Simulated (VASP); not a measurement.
## Rb: single point with LDA

Rb:

```xyz
1
Lattice="-2.6860 2.6860 2.6860 2.6860 -2.6860 2.6860 2.6860 2.6860 -2.6860" Properties=species:S:1:pos:R:3 pbc="T T T"
Rb    0.0000    0.0000    0.0000
```

* Program: VASP 6.6.1
* Task: single point
* Functional: LDA
* Potentials or basis: VASP PAW LDA potentials, release 64 (Rb_sv)
* Cutoff: 520 eV
* k mesh: 8 × 8 × 8
* Occupations: methfessel-paxton, width 0.3 eV
* Spin: no spin polarisation

```
Pressure               : 0.0 GPa
Band gap on the k mesh : zero (an odd number of electrons rules out a gap without spin polarisation)
```

Levels at points of the mesh, in eV from the Fermi level:
```tsv
k point	band 1	band 2	band 3	band 4	band 5	band 6	band 7	band 8
(0.00, 0.00, 0.00)	-28.72	-12.80	-12.80	-12.80	-2.21	3.71	3.71	3.71
(0.50, 0.00, 0.00)	-28.72	-12.97	-12.86	-12.80	0.15	0.97	2.53	4.49
(0.50, 0.50, 0.50)	-28.71	-12.92	-12.92	-12.92	1.14	1.14	3.68	3.68
```

It took 24 s on 1 thread of AMD EPYC 7R13 (shared host), peak memory 0.14 GiB.

Caveat: so wide a smearing shifts energies and pressures.
